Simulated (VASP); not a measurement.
Here is a VASP 6.6.1 calculation.

The input INCAR:

```
SYSTEM = MgO
  PREC = Accurate
  ENCUT = 600
  EDIFF = 1E-7
  ISMEAR = 0
  SIGMA = 0.02
  LREAL = .False.
  LASPH = .True.
  NELM = 100
  ALGO = Normal
  ISIF = 3
  LWAVE = .False.
  LCHARG = .False.
  GGA = PE
  IBRION = 2
  NSW = 100
  EDIFFG = -0.01
```

KPOINTS

```
regular mesh
0
Gamma
  6 6 6
  0 0 0
```

Contents of POSCAR:

```
MgO
1.0
    5.3920322986      0.0000000000      0.0000000000
    0.0000000000      5.3920322986      0.0000000000
    0.0000000000      0.0000000000      5.3920322986
Mg O
4 4
Direct
    0.8750000000      0.8750000000      0.8750000000
    0.6250000000      0.1250000000      0.3750000000
    0.1250000000      0.3750000000      0.6250000000
    0.3750000000      0.6250000000      0.1250000000
    0.3750000000      0.3750000000      0.3750000000
    0.1250000000      0.6250000000      0.8750000000
    0.6250000000      0.8750000000      0.1250000000
    0.8750000000      0.1250000000      0.6250000000
```

Potentials or basis: VASP PAW PBE potentials, release 64 (Mg, O).

Run with:

```bash
$ cat potpaw_PBE.64/Mg/POTCAR potpaw_PBE.64/O/POTCAR > POTCAR
$ mpirun -np 1 vasp_std > vasp.out
```

Q: Estimate the space group after relaxing (to 0.1 Å).

A: P4_132 (No. 213).

Q: Estimate the relaxed volume.

A: 19.53 Å³/atom.

Final structure:
```xyz
8
Lattice="5.3863 0.0000 0.0000 0.0000 5.3863 0.0000 0.0000 0.0000 5.3863" Properties=species:S:1:pos:R:3 pbc="T T T"
Mg    4.7130    4.7130    4.7130
Mg    3.3664    0.6733    2.0199
Mg    0.6733    2.0199    3.3664
Mg    2.0199    3.3664    0.6733
O     2.0199    2.0199    2.0199
O     0.6733    3.3664    4.7130
O     3.3664    4.7130    0.6733
O     4.7130    0.6733    3.3664
```
